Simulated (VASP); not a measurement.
Here is a VASP 6.6.1 calculation.

Contents of INCAR:

```
SYSTEM = Rh
PREC     = Accurate       ! precision mode
ENCUT    = 500            ! plane-wave cutoff, eV
EDIFF    = 1E-6           ! SCF threshold, eV
ISMEAR   = 0              ! smearing method
SIGMA    = 0.15           ! smearing width, eV
LREAL    = .False.        ! projectors in reciprocal space
LASPH    = .True.         ! aspherical terms in the spheres
NELM     = 120            ! most SCF steps
ALGO     = Normal         ! electronic algorithm
ISIF     = 2              ! what is computed and relaxed
LWAVE    = .False.        ! write WAVECAR
LCHARG   = .False.        ! write CHGCAR
GGA      = PE             ! functional
NBANDS   = 22             ! bands
GGA_COMPAT= .False.
```

File KPOINTS:

```
regular mesh
0
Gamma
  21 21 12
  0 0 0
```

POSCAR

```
Rh
1.0
    2.7248648789      0.0000000000      0.0000000000
   -1.3624324395      2.3598022070      0.0000000000
    0.0000000000      0.0000000000      4.3851186793
Rh
2
Direct
    0.6666666667      0.3333333333      0.7500000000
    0.3333333333      0.6666666667      0.2500000000
```

Potentials or basis: VASP PAW PBE potentials, release 64 (Rh_pv).

Run with:

```bash
$ cat potpaw_PBE.64/Rh_pv/POTCAR > POTCAR
$ mpirun -np 1 vasp_std > vasp.out
```

(1) What does it give for the pressure?

(2) Estimate the band gap on the k mesh.

## Answers

(1) 0.1 GPa.

(2) zero (bands 15 and 16 overlap by 2.29 eV).
